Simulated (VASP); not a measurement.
Input of a VASP 6.6.1 run:

INCAR

```
ALGO = Normal
EDIFF = 1E-6
ENCUT = 520
GGA = PE
ISIF = 2
ISMEAR = 0
LASPH = True
LCHARG = False
LREAL = False
LWAVE = False
NBANDS = 18
NELM = 60
PREC = Accurate
SIGMA = 0.1
```

Contents of KPOINTS:

```
k-points
0
Gamma
  6 6 6
```

File POSCAR:

```
GeBr
1.0
    1.5884813300      0.9171101200      5.3944837100
   -1.5884813300      0.9171101200      5.3944837100
    0.0000000000     -1.8342202400      5.3944837100
Ge Br
1 1
Direct
    0.0000000000      0.0000000000      0.0000000000
    0.5000000000      0.5000000000      0.5000000000
```

Potentials or basis: VASP PAW PBE potentials, release 64 (Ge_d, Br).

The run is started by

```sh
$ cat potpaw_PBE.64/Ge_d/POTCAR potpaw_PBE.64/Br/POTCAR > POTCAR
$ mpirun -np 1 vasp_std > vasp.out
```

Q: What does it give for the pressure?

A: 0.3 GPa.

Q: Estimate the band gap on the k mesh.

A: Zero (an odd number of electrons rules out a gap without spin polarisation).

Stress tensor (GPa, compression positive):
```
 2.14  0.00  0.00
 0.00  2.14  0.00
 0.00  0.00 -3.41
```

Caveat: the k points lie up to 0.39 Å⁻¹ apart, too coarse for converged energies and pressures of a metal; an odd number of electrons without spin polarisation forces a metal; a magnetic or distorted state may lie lower.
